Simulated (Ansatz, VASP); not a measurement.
KBr in VASP and in Ansatz

Contents of POSCAR:

```
KBr
1.0
    3.9360883736      0.0000000000      0.0000000000
    0.0000000000      3.9360883736      0.0000000000
    0.0000000000      0.0000000000      3.9360883736
K Br
1 1
Direct
    0.0000000000      0.0000000000      0.0000000000
    0.5000000000      0.5000000000      0.5000000000
```

INCAR.step1

```
SYSTEM = KBr
PREC = Accurate
ENCUT = 520
ISMEAR = 0
SIGMA = 0.01
LREAL = .FALSE.
LASPH = .TRUE.
NELM = 100
NBANDS = 15
GGA = PE
ALGO = Normal
EDIFF = 1E-4
LWAVE = .TRUE.
LCHARG = .FALSE.
```

Contents of INCAR.step2:

```
SYSTEM = KBr
PREC = Accurate
ENCUT = 520
EDIFF = 1E-6
ISMEAR = 0
SIGMA = 0.01
LREAL = .FALSE.
LASPH = .TRUE.
NELM = 100
ALGO = Normal
ISIF = 2
LWAVE = .FALSE.
LCHARG = .FALSE.
METAGGA = R2SCAN
LMIXTAU = .TRUE.
NBANDS = 15
ISTART = 1
```

KPOINTS

```
Automatic mesh
0
G
  6 6 6
  0 0 0
```

Input for Ansatz:

```yaml
crystal:
  lattice:
    - [3.9360883736, 0.0, 0.0]
    - [0.0, 3.9360883736, 0.0]
    - [0.0, 0.0, 3.9360883736]
  atoms:
    - { symbol: K, position: [0.0, 0.0, 0.0] }
    - { symbol: Br, position: [0.5, 0.5, 0.5] }
kpoints:
  mp_grid: { grid: [6, 6, 6] }
hamiltonian:
  xc: r2scan
scf:
  occupations: { method: fixed }
  n_extra_bands: 4
output:
  forces: true
  stress: true
  eigenvalues: true
```

Alike in both runs: task single point; functional r2SCAN; k mesh 6 × 6 × 6; no spin polarisation.

|  | VASP | Ansatz |
| --- | --- | --- |
| version | VASP 6.6.1 | Ansatz 0.2.0 |
| potentials or method | VASP PAW PBE potentials, release 64 (K_sv, Br) | plane waves, PAW |
| plane-wave cutoff (eV) | 520 | 500 |
| occupations | gaussian, width 0.01 eV | fixed |
| valence electrons in the cell | 16 | 16 |

|  | VASP | Ansatz | Ansatz less VASP |
| --- | --- | --- | --- |
| gap on the k mesh at the Fermi level (eV) | 4.89 | 4.88 | -0.004 |
| pressure (GPa) | 0.6 | 0.6 | +0.01 |

VASP's potentials were made for PBE, not for r2SCAN.
